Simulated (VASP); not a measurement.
# Cu3BPd3 (Fd-3m) in VASP: electric field gradients with PBE

Aim: the electric field gradients of Cu3BPd3 with PBE.

All numbers are computed with VASP 6.6.1; they aren't measurements. Logs are shortened: lines on timing, memory, paths and dates and some standing lists are left out, and cuts for length are marked.

## (1) The cell of the first run

Symmetry: Fd-3m, No. 227, cubic system. The conventional cell has a = 11.136 Å, b = 11.136 Å, c = 11.136 Å, α = 90.00°, β = 90.00°, γ = 90.00°. Cu (site symmetry 3m) has 6 Cu at 2.41 to 2.64 Å and 6 Pd at 2.64 to 2.79 Å and 3 B at 3.31 Å within 3.4 Å. Cu (site symmetry -3m) has 6 Cu at 2.41 Å and 6 Pd at 2.80 Å within 3.2 Å. Within 2.8 Å of B (site symmetry -3m) lie 6 Pd at 2.12 Å. Within 3.1 Å of Pd (site symmetry 2mm) lie 2 B at 2.12 Å and 6 Cu at 2.64 to 2.80 Å and 8 Pd at 2.91 to 3.08 Å.

## (2) Electric field gradients, PBE

INCAR

```
  PREC = Accurate
  ENCUT = 520
  EDIFF = 1E-8
  ISMEAR = -1
  SIGMA = 0.05
  LREAL = Auto
  LASPH = T
  NELM = 80
  ALGO = Normal
  ISIF = 2
  LWAVE = F
  LCHARG = F
  GGA = PE
  LEFG = T
  NBANDS = 152
```

KPOINTS

```
Automatic mesh
0
Gamma
  5 5 5
```

POSCAR

```
Cu3BPd3
1.0
    0.0000000000      5.5680000000      5.5680000000
    5.5680000000      0.0000000000      5.5680000000
    5.5680000000      5.5680000000      0.0000000000
Cu B Pd
12 4 12
Direct
    0.8337000000      0.8337000000      0.8337000000
    0.7511000000      0.4163000000      0.4163000000
    0.8337000000      0.8337000000      0.4989000000
    0.4163000000      0.7511000000      0.4163000000
    0.4989000000      0.8337000000      0.8337000000
    0.4163000000      0.4163000000      0.4163000000
    0.8337000000      0.4989000000      0.8337000000
    0.4163000000      0.4163000000      0.7511000000
    0.6250000000      0.6250000000      0.6250000000
    0.1250000000      0.6250000000      0.6250000000
    0.6250000000      0.6250000000      0.1250000000
    0.6250000000      0.1250000000      0.6250000000
    0.1250000000      0.1250000000      0.1250000000
    0.6250000000      0.1250000000      0.1250000000
    0.1250000000      0.1250000000      0.6250000000
    0.1250000000      0.6250000000      0.1250000000
    0.4458200000      0.0541800000      0.0541800000
    0.8041800000      0.1958200000      0.8041800000
    0.0541800000      0.4458200000      0.4458200000
    0.1958200000      0.8041800000      0.1958200000
    0.0541800000      0.4458200000      0.0541800000
    0.8041800000      0.8041800000      0.1958200000
    0.4458200000      0.0541800000      0.4458200000
    0.1958200000      0.1958200000      0.8041800000
    0.8041800000      0.1958200000      0.1958200000
    0.0541800000      0.0541800000      0.4458200000
    0.1958200000      0.8041800000      0.8041800000
    0.4458200000      0.4458200000      0.0541800000
```

Potentials or basis: VASP PAW PBE potentials, release 64 (Cu, B, Pd).

Started as:

```
> cat potpaw_PBE.64/Cu/POTCAR potpaw_PBE.64/B/POTCAR potpaw_PBE.64/Pd/POTCAR > POTCAR
> mpirun -np 1 vasp_std > vasp.out
```

OUTCAR:

```text
PREC = Accurate
   ENCUT = 520
   EDIFF = 1E-8
   ISMEAR = -1
   LREAL = Auto
   LASPH = T
   NELM = 80
   ISIF = 2
   GGA = PE

 ion  position               nearest neighbor table
   1  0.834  0.834  0.834-  10 2.41  11 2.41  12 2.41   3 2.64   5 2.64   7 2.64  18 2.64  27 2.64
                            22 2.64  17 2.79  21 2.79  26 2.79
   2  0.751  0.416  0.416-   9 2.41  11 2.41  12 2.41   4 2.64   6 2.64   8 2.64  19 2.64  21 2.64
                            26 2.64  22 2.79  25 2.79  18 2.79
   3  0.834  0.834  0.499-   9 2.41  10 2.41  12 2.41   1 2.64   5 2.64   7 2.64  20 2.64  22 2.64
                            25 2.64  23 2.79  19 2.79  26 2.79
   4  0.416  0.751  0.416-   9 2.41  10 2.41  11 2.41   2 2.64   6 2.64   8 2.64  23 2.64  17 2.64
                            26 2.64  20 2.79  22 2.79  27 2.79
   5  0.499  0.834  0.834-   9 2.41  11 2.41  12 2.41   1 2.64   3 2.64   7 2.64  27 2.64  24 2.64
                            20 2.64  17 2.79  23 2.79  28 2.79
   6  0.416  0.416  0.416-  10 2.41  11 2.41  12 2.41   2 2.64   4 2.64   8 2.64  19 2.64  23 2.64
                            28 2.64  25 2.79  20 2.79  24 2.79
   7  0.834  0.499  0.834-   9 2.41  10 2.41  11 2.41   1 2.64   3 2.64   5 2.64  18 2.64  24 2.64
                            25 2.64  19 2.79  21 2.79  28 2.79
   8  0.416  0.416  0.751-   9 2.41  10 2.41  12 2.41   2 2.64   4 2.64   6 2.64  17 2.64  21 2.64
                            28 2.64  24 2.79  27 2.79  18 2.79
   9  0.625  0.625  0.625-   2 2.41   3 2.41   4 2.41   5 2.41   7 2.41   8 2.41  18 2.80  19 2.80
[... 21 lines left out ...]
  22  0.804  0.804  0.196-  14 2.12  16 2.12   1 2.64   3 2.64   2 2.79   4 2.79   9 2.80  11 2.80
                            17 2.91  19 2.91  21 2.91  23 2.91  18 3.08  20 3.08  25 3.08  27 3.08
  23  0.446  0.054  0.446-  14 2.12  15 2.12   4 2.64   6 2.64   5 2.79   3 2.79   9 2.80  12 2.80
                            22 2.91  24 2.91  25 2.91  27 2.91  17 3.08  26 3.08  19 3.08  28 3.08
  24  0.196  0.196  0.804-  13 2.12  15 2.12   5 2.64   7 2.64   8 2.79   6 2.79  10 2.80  12 2.80
                            17 2.91  19 2.91  21 2.91  23 2.91  18 3.08  20 3.08  25 3.08  27 3.08
  25  0.804  0.196  0.196-  13 2.12  14 2.12   3 2.64   7 2.64   6 2.79   2 2.79  11 2.80  12 2.80
                            21 2.91  23 2.91  26 2.91  28 2.91  20 3.08  24 3.08  18 3.08  22 3.08
  26  0.054  0.054  0.446-  13 2.12  15 2.12   2 2.64   4 2.64   3 2.79   1 2.79  10 2.80  12 2.80
                            18 2.91  20 2.91  25 2.91  27 2.91  21 3.08  23 3.08  19 3.08  17 3.08
  27  0.196  0.804  0.804-  15 2.12  16 2.12   1 2.64   5 2.64   4 2.79   8 2.79   9 2.80  10 2.80
                            21 2.91  23 2.91  26 2.91  28 2.91  20 3.08  24 3.08  18 3.08  22 3.08
  28  0.446  0.446  0.054-  14 2.12  16 2.12   6 2.64   8 2.64   7 2.79   5 2.79   9 2.80  11 2.80
                            18 2.91  20 2.91  25 2.91  27 2.91  21 3.08  23 3.08  19 3.08  17 3.08

  LATTYP: Found a face centered cubic cell.
 ALAT       =    11.1360000000

  Lattice vectors:

 A1 = (   0.0000000000,   5.5680000000,   5.5680000000)
 A2 = (   5.5680000000,   0.0000000000,   5.5680000000)
 A3 = (   5.5680000000,   5.5680000000,   0.0000000000)

Analysis of symmetry for initial positions (statically):
=====================================================================
 Subroutine PRICEL returns:
 Original cell was already a primitive cell.

 Routine SETGRP: Setting up the symmetry group for a
 face centered cubic supercell.

 Subroutine GETGRP returns: Found 48 space group operations
 (whereof 24 operations were pure point group operations)
 out of a pool of 48 trial point group operations.

The static configuration has the point symmetry T_d .
 The point group associated with its full space group is O_h .

Analysis of symmetry for dynamics (positions and initial velocities):
=====================================================================
 Subroutine PRICEL returns:
 Original cell was already a primitive cell.

 Routine SETGRP: Setting up the symmetry group for a
 face centered cubic supercell.

 Subroutine GETGRP returns: Found 48 space group operations
 (whereof 24 operations were pure point group operations)
 out of a pool of 48 trial point group operations.

The dynamic configuration has the point symmetry T_d .
 The point group associated with its full space group is O_h .

 Subroutine INISYM returns: Found 48 space group operations
 (whereof 24 operations are pure point group operations),
 and found     1 'primitive' translations

----------------------------------------------------------------------------------------

[... 148 lines left out ...]
     AMIX     =   0.40;   BMIX     =  1.00
     AMIX_MAG =   1.60;   BMIX_MAG =  1.00
  volume/ion in A,a.u.               =      12.33        83.21
  Fermi-wavevector in a.u.,A,eV,Ry     =   1.497041  2.828997 30.492433  2.241131
  Thomas-Fermi vector in A             =   2.608980
   LORBIT       =      0    0 simple, 1 ext, 2 COOP (PROOUT), +10 PAW based schemes
   GGA     = PE    functional components
   LHFCALC =     F    Hartree Fock is set to
   AEXX    =    0.0000 exact exchange contribution
   IVDW    =     0    specifies the selected vdW correction
   LEPSILON=     F    determine dielectric tensor
   LRPA    =     F    only Hartree local field effects (RPA)
 non-spin polarized calculation
  energy-cutoff  :      520.00
  volume of cell :      345.25
 maximum number of plane-waves:      9377
   NGX = 29   NGY = 29   NGZ = 29

 number of electron     263.9999978 magnetization

 Free energy of the ion-electron system (eV)
  ---------------------------------------------------
  ext. energy  EPLUGINS =         0.00000000
  ---------------------------------------------------
  free energy    TOTEN  =      -139.19973696 eV

  energy without entropy =     -139.12625302  energy(sigma->0) =     -139.16299499

 E-fermi :   9.0490     XC(G=0): -12.9077

 val. band max:        9.0203111346   @ k =   0.4000   0.4000   0.0000
 cond. band min:       9.0572037510   @ k =   0.4000   0.0000   0.0000
 fundamental gap:      0.0368926163
 Fermi energy:         9.0490237490

 k-point     1 :       0.0000    0.0000    0.0000
  band No.  band energies     occupation
      1      -1.2368      2.00000
      2       0.5469      2.00000
      3       0.5469      2.00000
      4       0.5469      2.00000
      5       1.2842      2.00000
      6       2.1101      2.00000
[... 1459 lines left out ...]
    143      11.9174      0.00000
    144      12.0782      0.00000
 [bands above 144 left out]

------------------------ aborting loop because EDIFF is reached ----------------------------------------

  FORCE on cell =-STRESS in cart. coord.  units (eV):
  Direction    XX          YY          ZZ          XY          YZ          ZX
  --------------------------------------------------------------------------------------
  -------------------------------------------------------------------------------------
  Total       11.7740478     11.7740478     11.7740478      0.0000000     -0.0000000     -0.0000000
  in kB       54.6397498     54.6397498     54.6397498      0.0000000     -0.0000000     -0.0000000
  external PRESSURE =      54.6397498 kB  Pullay stress =       0.0000000 kB

 VOLUME and BASIS-vectors are now :
 -----------------------------------------------------------------------------
  energy-cutoff  :      520.00
  volume of cell :      345.25
      direct lattice vectors                 reciprocal lattice vectors
     0.000000000  5.568000000  5.568000000    -0.089798851  0.089798851  0.089798851
     5.568000000  0.000000000  5.568000000     0.089798851 -0.089798851  0.089798851
     5.568000000  5.568000000  0.000000000     0.089798851  0.089798851 -0.089798851

 POSITION                                       TOTAL-FORCE (eV/Angst)
 -----------------------------------------------------------------------------------
      9.28408      9.28408      9.28408        -0.133530     -0.133530     -0.133530
      4.63592      6.50008      6.50008         0.133530     -0.133530     -0.133530
      7.41992      7.41992      9.28408         0.133530      0.133530     -0.133530
      6.50008      4.63592      6.50008        -0.133530      0.133530     -0.133530
      9.28408      7.41992      7.41992        -0.133530      0.133530      0.133530
      4.63592      4.63592      4.63592         0.133530      0.133530      0.133530
[... 20 lines left out ...]
      8.95535      5.56800      5.56800        -0.071385      0.000000      0.000000
      2.78400      2.78400      4.96465         0.000000      0.000000      0.071385
 -----------------------------------------------------------------------------------
    total drift:                                0.000000      0.000000      0.000000

  FREE ENERGIE OF THE ION-ELECTRON SYSTEM (eV)
  ---------------------------------------------------
  free  energy   TOTEN  =      -139.1997369650 eV

  energy  without entropy=     -139.1262530195  energy(sigma->0) =     -139.16299499

 Electric field gradients (V/A^2)
---------------------------------------------------------------------
 ion       V_xx      V_yy      V_zz      V_xy      V_xz      V_yz
---------------------------------------------------------------------
   1       0.000    -0.000     0.000    -0.960    -0.960    -0.960
   2       0.001    -0.001    -0.001     0.967     0.967    -0.960
   3      -0.001    -0.001     0.001    -0.960     0.967     0.967
   4      -0.001     0.001    -0.001     0.967    -0.960     0.967
   5       0.001    -0.001    -0.001     0.967     0.967    -0.960
   6      -0.000    -0.000     0.000    -0.960    -0.960    -0.960
[... 20 lines left out ...]
  27      29.511   -14.756   -14.756     0.000     0.000    14.131
  28     -14.756   -14.756    29.511    14.131     0.000     0.000
---------------------------------------------------------------------

 Electric field gradients after diagonalization (V/A^2)
 (convention: |V_zz| > |V_xx| > |V_yy|)
----------------------------------------------------------------------
 ion       V_xx      V_yy      V_zz     asymmetry (V_yy - V_xx)/ V_zz
----------------------------------------------------------------------
   1       0.960     0.960    -1.920       0.000
   2       0.969     0.959    -1.929       0.005
   3       0.969     0.959    -1.929       0.005
   4       0.969     0.959    -1.929       0.005
   5       0.969     0.959    -1.929       0.005
   6       0.960     0.960    -1.920       0.000
[... 20 lines left out ...]
  27     -28.887    -0.624    29.511       0.958
  28     -28.887    -0.624    29.511       0.958
----------------------------------------------------------------------

           NMR quadrupolar parameters

 Cq : quadrupolar parameter    Cq=e*Q*V_zz/h
 eta: asymmetry parameters     (V_yy - V_xx)/ V_zz
 Q  : nuclear electric quadrupole moment in mb (millibarn)
----------------------------------------------------------------------
 ion       Cq(MHz)       eta       Q (mb)
----------------------------------------------------------------------
   1      -0.005       0.000       1.000
   2      -0.005       0.005       1.000
   3      -0.005       0.005       1.000
   4      -0.005       0.005       1.000
   5      -0.005       0.005       1.000
   6      -0.005       0.000       1.000
[... 20 lines left out ...]
  27       0.071       0.958       1.000
  28       0.071       0.958       1.000
----------------------------------------------------------------------
```

It took 43 min on 1 thread of Intel Xeon Platinum 8375C at 2.90GHz (Ice Lake), shared host; peak memory 0.7 GiB.

What came out:

```yaml
Free_energy: -139.1997 eV
Pressure: 5.5 GPa
Largest_force: 0.231 eV/Å
Band_gap_on_the_k_mesh: zero (bands 132 and 133 overlap by 1.16 eV)
Largest_electric_field_gradient_by_atom: Cu -1.9, +8.8 (each value once); B +1.4; Pd +29.5 V/Å²
```

Forces on the atoms (eV/Å):
```
Cu  -0.134 -0.134 -0.134
Cu   0.134 -0.134 -0.134
Cu   0.134  0.134 -0.134
Cu  -0.134  0.134 -0.134
Cu  -0.134  0.134  0.134
Cu   0.134  0.134  0.134
Cu   0.134 -0.134  0.134
Cu  -0.134 -0.134  0.134
Cu   0.000  0.000  0.000
Cu   0.000  0.000  0.000
Cu   0.000  0.000  0.000
Cu   0.000  0.000  0.000
B    0.000  0.000  0.000
B    0.000  0.000  0.000
B    0.000  0.000  0.000
B    0.000  0.000  0.000
Pd  -0.071  0.000  0.000
Pd   0.000 -0.071  0.000
Pd   0.071  0.000  0.000
Pd   0.000  0.071  0.000
Pd   0.000 -0.071  0.000
Pd   0.000  0.000 -0.071
Pd   0.000  0.071  0.000
Pd   0.000  0.000  0.071
Pd   0.071  0.000  0.000
Pd   0.000  0.000 -0.071
Pd  -0.071  0.000  0.000
Pd   0.000  0.000  0.071
```

Electric field gradients, principal values (V/Å²):
| atom | least | middle | greatest (by size) |
| --- | --- | --- | --- |
| 1 Cu | 0.960 | 0.960 | -1.920 |
| 2 Cu | 0.959 | 0.969 | -1.929 |
| 3 Cu | 0.959 | 0.969 | -1.929 |
| 4 Cu | 0.959 | 0.969 | -1.929 |
| 5 Cu | 0.959 | 0.969 | -1.929 |
| 6 Cu | 0.960 | 0.960 | -1.920 |
| 7 Cu | 0.959 | 0.969 | -1.929 |
| 8 Cu | 0.959 | 0.969 | -1.929 |
| 9 Cu | -4.398 | -4.398 | 8.797 |
| 10 Cu | -4.388 | -4.399 | 8.787 |
| 11 Cu | -4.388 | -4.399 | 8.787 |
| 12 Cu | -4.388 | -4.399 | 8.787 |
| 13 B | -0.698 | -0.698 | 1.395 |
| 14 B | -0.697 | -0.699 | 1.397 |
| 15 B | -0.697 | -0.699 | 1.397 |
| 16 B | -0.697 | -0.699 | 1.397 |
| 17 Pd | -0.627 | -28.885 | 29.512 |
| 18 Pd | -0.624 | -28.887 | 29.511 |
| 19 Pd | -0.624 | -28.887 | 29.511 |
| 20 Pd | -0.627 | -28.885 | 29.512 |
| 21 Pd | -0.627 | -28.885 | 29.512 |
| 22 Pd | -0.624 | -28.887 | 29.511 |
| 23 Pd | -0.624 | -28.887 | 29.511 |
| 24 Pd | -0.627 | -28.885 | 29.512 |
| 25 Pd | -0.627 | -28.885 | 29.512 |
| 26 Pd | -0.627 | -28.885 | 29.512 |
| 27 Pd | -0.624 | -28.887 | 29.511 |
| 28 Pd | -0.624 | -28.887 | 29.511 |

Caveat: the cell stands under pressure; without QUAD_EFG the Cq values of the log hold for a quadrupole moment of 1 mb, not for the nuclei.

The gap in the log of VASP goes by the Fermi energy; the results here count the filled bands.